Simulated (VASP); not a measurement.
Runs of VASP 6.6.1 on Hf. The structure is that of space group P6_3/mmc (No. 194), or close to it. The cells are those of the table. 

| task | cell | k mesh | cutoff (eV) | smearing | gap on the mesh (eV) | pressure (GPa) | relaxed volume (Å³/atom) |
| --- | --- | --- | --- | --- | --- | --- | --- |
| single point | a = 3.192, b = 3.192, c = 5.045 Å, angles 90.0, 90.0, 120.0°, 2 atoms | 6 × 6 × 4 | 520 | gaussian 0.1 eV | none | -7.1 | - |
| single point | a = 3.118, b = 3.118, c = 4.947 Å, angles 90.0, 90.0, 120.0°, 2 atoms | 12 × 12 × 8 | 520 | gaussian 0.1 eV | none | 0.1 | - |
| single point | a = 3.116, b = 3.116, c = 4.960 Å, angles 90.0, 90.0, 120.0°, 2 atoms | 12 × 12 × 8 | 520 | fermi-dirac 0.15 eV | none | 0.1 | - |
| relaxation of cell and atoms | relaxed from a = 3.118, b = 3.118, c = 4.947 Å, angles 90.0, 90.0, 120.0°, 2 atoms | 12 × 12 × 8 | 600 | fermi-dirac 0.15 eV | none | 0.0 | (a) |
| relaxation of cell and atoms | relaxed from a = 3.192, b = 3.192, c = 5.045 Å, angles 90.0, 90.0, 120.0°, 2 atoms | 12 × 12 × 8 | 600 | gaussian 0.1 eV | none | 0.0 | 20.84 |

Alike in all rows: level LDA; potentials or basis VASP PAW LDA potentials, release 64 (Hf_pv); no spin polarisation.

Fill in the values left out.

(a) 20.87.

Caveats: some runs use coarse meshes; spin-orbit coupling is left out, which moves the levels of the heavy elements.

A k mesh can miss the band edges, and the runs leave out spin-orbit coupling on Hf.

A gap of «none» marks levels without a gap at the run's occupations.
